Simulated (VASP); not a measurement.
The system is Na2TlGaF6.

```
Na Tl Ga F
1.0
     0.00000    4.49622    4.49622
     4.49622    0.00000    4.49622
     4.49622    4.49622    0.00000
Na Tl Ga F
2 1 1 6
Direct
  0.75000 0.75000 0.75000
  0.25000 0.25000 0.25000
  0.50000 0.50000 0.50000
  0.00000 0.00000 0.00000
  0.78651 0.21349 0.21349
  0.21349 0.21349 0.78651
  0.21349 0.78651 0.78651
  0.21349 0.78651 0.21349
  0.78651 0.21349 0.78651
  0.78651 0.78651 0.21349
```

```yaml
Program: VASP 6.6.1
Task: relaxation of cell and atoms
Functional: PBEsol
Potentials_or_basis: VASP PAW PBE potentials, release 64 (Na_pv, Tl_d, Ga_d, F)
Cutoff: 600 eV
k_mesh: 6 × 6 × 6
Occupations: gaussian, width 0.02 eV
Spin: no spin polarisation
```

At the start: pressure -2.2 GPa; volume 18.18 Å³/atom.

**Question.** How do energy, volume and symmetry change on relaxing?

**Answer.** Over 6 steps the energy falls by 6.0 meV/atom and the volume is 17.28 Å³/atom (-4.9 %); space group Fm-3m (No. 225, to 0.05 Å).

The path:
```tsv
step	energy change (eV)	largest force (eV/Å)	pressure (GPa)	volume (Å³)
1	0.0000	0.1406	-2.18	181.79
2	-0.0457	0.2516	-0.08	175.35
3	-0.0458	0.2250	-0.26	175.75
4	-0.0572	0.0979	-0.12	174.07
5	-0.0598	0.0058	0.01	172.73
6	-0.0598	0.0014	-0.01	172.81
```

Final structure:
```
Na Tl Ga F
1.0
     0.00000    4.42096    4.42096
     4.42096    0.00000    4.42096
     4.42096    4.42096    0.00000
Na Tl Ga F
2 1 1 6
Cartesian
  6.6314 6.6314 6.6314
  2.2105 2.2105 2.2105
  4.4210 4.4210 4.4210
  0.0000 0.0000 0.0000
  1.8982 4.4210 4.4210
  4.4210 4.4210 1.8982
  6.9437 4.4210 4.4210
  4.4210 1.8982 4.4210
  4.4210 6.9437 4.4210
  4.4210 4.4210 6.9437
```

Caveat: the PAW data sets were made with another functional, which shifts forces and pressure a little.
